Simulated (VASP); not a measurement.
# MgSe (Fm-3m) in VASP: single point with PBE

Aim: the single point of MgSe with PBE.

Everything below comes from runs of VASP 6.6.1. Logs are shortened: lines on timing, memory, paths and dates and some standing lists are left out, and cuts for length are marked.

## Step 1: The cell of the first run

It takes space group Fm-3m (No. 225, cubic). Conventional cell: a = 5.414 Å, b = 5.414 Å, c = 5.414 Å, α = 90.00°, β = 90.00°, γ = 90.00°. Within 3.6 Å of Se (site symmetry m-3m) lie 6 Mg at 2.71 Å. Within 3.6 Å of Mg (site symmetry m-3m) lie 6 Se at 2.71 Å.

## Step 2: Single point, PBE

File POSCAR:

```
MgSe
1.0
    0.0000000000      2.7071650000      2.7071650000
    2.7071650000      0.0000000000      2.7071650000
    2.7071650000      2.7071650000      0.0000000000
Se Mg
1 1
Direct
    0.5000000000      0.5000000000      0.5000000000
    0.0000000000      0.0000000000      0.0000000000
```

File INCAR.step1:

```
SYSTEM = MgSe
PREC = Accurate
ENCUT = 520
EDIFF = 1E-6
ISMEAR = -1
SIGMA = 0.0308
LREAL = .FALSE.
LASPH = .TRUE.
NELM = 120
ALGO = Normal
ISIF = 2
LWAVE = .FALSE.
LCHARG = .TRUE.
GGA = PE
NBANDS = 11
GGA_COMPAT = .FALSE.
NEDOS = 2001
LORBIT = 11
```

File KPOINTS.step1:

```
Automatic mesh
0
G
  8 8 8
  0 0 0
```

File INCAR.step2:

```
SYSTEM = MgSe
PREC = Accurate
ENCUT = 520
EDIFF = 1E-6
ISMEAR = -5
SIGMA = 0.0308
LREAL = .FALSE.
LASPH = .TRUE.
NELM = 120
ALGO = Normal
ISIF = 2
LWAVE = .FALSE.
LCHARG = .FALSE.
GGA = PE
LORBIT = 11
NBANDS = 11
NEDOS = 2001
ICHARG = 11
GGA_COMPAT = .FALSE.
```

File KPOINTS.step2:

```
Automatic mesh
0
G
  12 12 12
  0 0 0
```

Potentials or basis: VASP PAW PBE potentials, release 64 (Se, Mg).

The run is started by

```
$ cat potpaw_PBE.64/Se/POTCAR potpaw_PBE.64/Mg/POTCAR > POTCAR
$ cp INCAR.step1 INCAR
$ cp KPOINTS.step1 KPOINTS
$ mpirun -np 1 vasp_std > vasp.out
$ cp INCAR.step2 INCAR
$ cp KPOINTS.step2 KPOINTS
$ mpirun -np 1 vasp_std > vasp.out
```

OUTCAR:

```text
SYSTEM = MgSe
   PREC = Accurate
   ENCUT = 520
   EDIFF = 1E-6
   ISMEAR = -5
   LREAL = .FALSE.
   LASPH = .TRUE.
   NELM = 120
   ISIF = 2
   GGA = PE
   LORBIT = 11
   ICHARG = 11

 ion  position               nearest neighbor table
   1  0.500  0.500  0.500-   2 2.71   2 2.71   2 2.71   2 2.71   2 2.71   2 2.71
   2  0.000  0.000  0.000-   1 2.71   1 2.71   1 2.71   1 2.71   1 2.71   1 2.71

  LATTYP: Found a face centered cubic cell.
 ALAT       =     5.4143300000

  Lattice vectors:

 A1 = (   0.0000000000,   2.7071650000,   2.7071650000)
 A2 = (   2.7071650000,   0.0000000000,   2.7071650000)
 A3 = (   2.7071650000,   2.7071650000,   0.0000000000)

Analysis of symmetry for initial positions (statically):
=====================================================================
 Subroutine PRICEL returns:
 Original cell was already a primitive cell.

 Routine SETGRP: Setting up the symmetry group for a
 face centered cubic supercell.

 Subroutine GETGRP returns: Found 48 space group operations
 (whereof 48 operations were pure point group operations)
 out of a pool of 48 trial point group operations.

The static configuration has the point symmetry O_h .

Analysis of symmetry for dynamics (positions and initial velocities):
=====================================================================
 Subroutine PRICEL returns:
 Original cell was already a primitive cell.

 Routine SETGRP: Setting up the symmetry group for a
 face centered cubic supercell.

 Subroutine GETGRP returns: Found 48 space group operations
 (whereof 48 operations were pure point group operations)
 out of a pool of 48 trial point group operations.

The dynamic configuration has the point symmetry O_h .

 Subroutine INISYM returns: Found 48 space group operations
 (whereof 48 operations are pure point group operations),
 and found     1 'primitive' translations

----------------------------------------------------------------------------------------

                                     Primitive cell

  volume of cell :      39.6802

  direct lattice vectors                    reciprocal lattice vectors
     0.000000000  2.707165000  2.707165000    -0.184695059  0.184695059  0.184695059
     2.707165000  0.000000000  2.707165000     0.184695059 -0.184695059  0.184695059
     2.707165000  2.707165000  0.000000000     0.184695059  0.184695059 -0.184695059

  length of vectors
     3.828509459  3.828509459  3.828509459     0.319901226  0.319901226  0.319901226

  position of ions in fractional coordinates (direct lattice)
     0.500000000  0.500000000  0.500000000
     0.000000000  0.000000000  0.000000000

  ion indices of the primitive-cell ions
   primitive index   ion index
                 1           1
                 2           2

----------------------------------------------------------------------------------------

 KPOINTS: Automatic mesh

Automatic generation of k-mesh.
 Grid dimensions read from file:
 generate k-points for:   12   12   12

 Generating k-lattice:

  Cartesian coordinates                     Fractional coordinates (reciprocal lattice)
    -0.015391255  0.015391255  0.015391255     0.083333333  0.000000000  0.000000000
     0.015391255 -0.015391255  0.015391255     0.000000000  0.083333333  0.000000000
     0.015391255  0.015391255 -0.015391255     0.000000000  0.000000000  0.083333333

  Length of vectors
     0.026658436  0.026658436  0.026658436

  Shift w.r.t. Gamma in fractional coordinates (k-lattice)
     0.000000000  0.000000000  0.000000000

 TETIRR: Found    247 inequivalent tetrahedra from    10368

 Subroutine IBZKPT returns following result:
 ===========================================

 Found     72 irreducible k-points:

 Following reciprocal coordinates:
            Coordinates               Weight
  0.000000  0.000000  0.000000      1.000000
  0.083333  0.000000  0.000000      8.000000
  0.166667  0.000000  0.000000      8.000000
  0.250000  0.000000  0.000000      8.000000
  0.333333  0.000000  0.000000      8.000000
  0.416667  0.000000  0.000000      8.000000
[... 16 lines left out ...]
  0.500000  0.166667  0.000000     24.000000
 -0.416667  0.166667  0.000000     24.000000
 [... further k-points ...]
   k-points           NKPTS =     72   k-points in BZ     NKDIM =     72   number of bands    NBANDS=     11
   number of dos      NEDOS =   2001   number of ions     NIONS =      2
   total plane-waves  NPLWV =  21952
   dimension x,y,z NGX =    28 NGY =   28 NGZ =   28
   dimension x,y,z NGXF=    56 NGYF=   56 NGZF=   56
   ions per type =               1   1
   NGX,Y,Z   is equivalent  to a cutoff of  12.16, 12.16, 12.16 a.u.
   NGXF,Y,Z  is equivalent  to a cutoff of  24.32, 24.32, 24.32 a.u.
 SYSTEM =  MgSe
   PREC   = accura    normal or accurate (medium, high low for compatibility)
   ISTART =      0    job   : 0-new  1-cont  2-samecut
   ICHARG =     11    charge: 1-file 2-atom 10-const
   ISPIN  =      1    spin polarized calculation?
   LNONCOLLINEAR =      F non collinear calculations
   LSORBIT =      F    spin-orbit coupling
   LASPH  =      T    aspherical Exc in radial PAW
   ENCUT  =  520.0 eV  38.22 Ry    6.18 a.u.   7.12  7.12  7.12*2*pi/ulx,y,z
   NELM   =    120;   NELMIN=  2; NELMDL=  0     # of ELM steps
   EDIFF  = 0.1E-05   stopping-criterion for ELM
   LREAL  =      F    real-space projection
   EDIFFG = 0.1E-04   stopping-criterion for IOM
   NSW    =      0    number of steps for IOM
   IBRION =     -1    ionic relax: 0-MD 1-quasi-New 2-CG
   NFREE  =      0    steps in history (QN), initial steepest desc. (CG)
   ISIF   =      2    stress and relaxation
   ISYM   =      2    0-nonsym 1-usesym 2-fastsym
   POTIM  = 0.5000    time-step for ionic-motion
   TEBEG  =    0.0;   TEEND  =   0.0 temperature during run
   PSTRESS=    0.0 pullay stress
   NELECT =       8.0000    total number of electrons
   NUPDOWN=      -1.0000    fix difference up-down
   EMIN   =  10.00;   EMAX   =-10.00  energy-range for DOS
   EFERMI =   0.00;   METHOD = LEGACY
   ISMEAR =    -5;   SIGMA  =   0.03  broadening in eV -4-tet -1-fermi 0-gaus
   EFERMI_NEDOS =   21; number of points for ismear=-14 and -15
   IALGO  =     38    algorithm
   IMIX   =      4    mixing-type and parameters
     AMIX     =   0.40;   BMIX     =  1.00
     AMIX_MAG =   1.60;   BMIX_MAG =  1.00
  volume/ion in A,a.u.               =      19.84       133.89
  Fermi-wavevector in a.u.,A,eV,Ry     =   0.959946  1.814035 12.537717  0.921496
  Thomas-Fermi vector in A             =   2.089187
   LORBIT       =     11    0 simple, 1 ext, 2 COOP (PROOUT), +10 PAW based schemes
   GGA     = PE    functional components
   LHFCALC =     F    Hartree Fock is set to
   AEXX    =    0.0000 exact exchange contribution
   IVDW    =     0    specifies the selected vdW correction
   LEPSILON=     F    determine dielectric tensor
   LRPA    =     F    only Hartree local field effects (RPA)
 non-spin polarized calculation
 Fermi weights with tetrahedron method with Bloechl corrections
  energy-cutoff  :      520.00
  volume of cell :       39.68
 maximum number of plane-waves:      1090

 number of electron       7.9999999 magnetization

 Free energy of the ion-electron system (eV)
  ---------------------------------------------------
  ext. energy  EPLUGINS =         0.00000000
  ---------------------------------------------------
  free energy    TOTEN  =        -7.47069755 eV

  energy without entropy =       -7.47069755  energy(sigma->0) =       -7.47069755

 E-fermi :   3.4020     XC(G=0):  -9.5718

 val. band max:        3.4019926918   @ k =   0.0000   0.0000   0.0000
 cond. band min:       5.2380529306   @ k =   0.5000   0.5000   0.0000
 fundamental gap:      1.8360602388
 Fermi energy:         3.4019927644

 k-point     1 :       0.0000    0.0000    0.0000
  band No.  band energies     occupation
      1      -9.6569      2.00000
      2       3.4020      2.00000
      3       3.4020      2.00000
      4       3.4020      2.00000
      5       6.1381      0.00000
      6      10.8051      0.00000
      7      10.8051      0.00000
      8      10.8051      0.00000
      9      13.4084      0.00000
     10      13.4084      0.00000
     11      14.4034      0.00000

 k-point     2 :       0.0833    0.0000    0.0000
  band No.  band energies     occupation
      1      -9.5949      2.00000
      2       2.7525      2.00000
      3       3.3528      2.00000
      4       3.3528      2.00000
      5       6.6815      0.00000
      6      10.6022      0.00000
      7      10.9422      0.00000
      8      10.9422      0.00000
      9      12.7545      0.00000
     10      12.7545      0.00000
     11      14.5252      0.00000

 k-point     3 :       0.1667    0.0000    0.0000
  band No.  band energies     occupation
      1      -9.4167      2.00000
      2       1.5462      2.00000
      3       3.2260      2.00000
      4       3.2260      2.00000
      5       7.4123      0.00000
      6      10.5710      0.00000
      7      11.0082      0.00000
      8      11.0082      0.00000
      9      12.3381      0.00000
     10      12.3381      0.00000
     11      14.0298      0.00000
[... 267 lines left out ...]
 k-point    23 :       0.5000    0.1667    0.0000
  band No.  band energies     occupation
      1      -8.4135      2.00000
      2      -1.2553      2.00000
      3       1.6853      2.00000
      4       2.4126      2.00000
      5       7.7092      0.00000
      6       9.2807      0.00000
      7      10.5749      0.00000
      8      12.4038      0.00000
      9      14.3211      0.00000
     10      16.3512      0.00000
     11      17.3940      0.00000

 k-point    24 :      -0.4167    0.1667    0.0000
  band No.  band energies     occupation
      1      -8.3846      2.00000
      2      -1.3196      2.00000
      3       1.5029      2.00000
      4       2.5490      2.00000
      5       7.8999      0.00000
      6       9.2522      0.00000
      7      10.2901      0.00000
      8      13.1906      0.00000
      9      14.5598      0.00000
     10      15.5530      0.00000
     11      15.8118      0.00000

 [... further k-points ...]

------------------------ aborting loop because EDIFF is reached ----------------------------------------

  FORCE on cell =-STRESS in cart. coord.  units (eV):
  Direction    XX          YY          ZZ          XY          YZ          ZX
  --------------------------------------------------------------------------------------
  -------------------------------------------------------------------------------------
  Total        0.8270692      0.8270692      0.8270692      0.0000000     -0.0000000      0.0000000
  in kB       33.3947551     33.3947551     33.3947551      0.0000000     -0.0000000      0.0000000
  external PRESSURE =      33.3947551 kB  Pullay stress =       0.0000000 kB

 VOLUME and BASIS-vectors are now :
 -----------------------------------------------------------------------------
  energy-cutoff  :      520.00
  volume of cell :       39.68
      direct lattice vectors                 reciprocal lattice vectors
     0.000000000  2.707165000  2.707165000    -0.184695059  0.184695059  0.184695059
     2.707165000  0.000000000  2.707165000     0.184695059 -0.184695059  0.184695059
     2.707165000  2.707165000  0.000000000     0.184695059  0.184695059 -0.184695059

 POSITION                                       TOTAL-FORCE (eV/Angst)
 -----------------------------------------------------------------------------------
      2.70716      2.70716      2.70716         0.000000      0.000000     -0.000000
      0.00000      0.00000      0.00000         0.000000      0.000000      0.000000
 -----------------------------------------------------------------------------------
    total drift:                                0.000000      0.000000     -0.000000

  FREE ENERGIE OF THE ION-ELECTRON SYSTEM (eV)
  ---------------------------------------------------
  free  energy   TOTEN  =        -7.4706975497 eV

  energy  without entropy=       -7.4706975497  energy(sigma->0) =       -7.47069755

 total charge

# of ion       s       p       d       tot
------------------------------------------
    1        1.434   2.519   0.013   3.965
    2        0.143   0.126   0.036   0.305
--------------------------------------------------
tot          1.578   2.645   0.049   4.271
```

It took 42 s on 1 thread of Intel Xeon 8259CL, shared host; peak memory 0.17 GiB.

What came out:

| Item | Value |
| --- | --- |
| Valence electrons inside the program's atomic spheres | Se 3.96; Mg 0.30 |
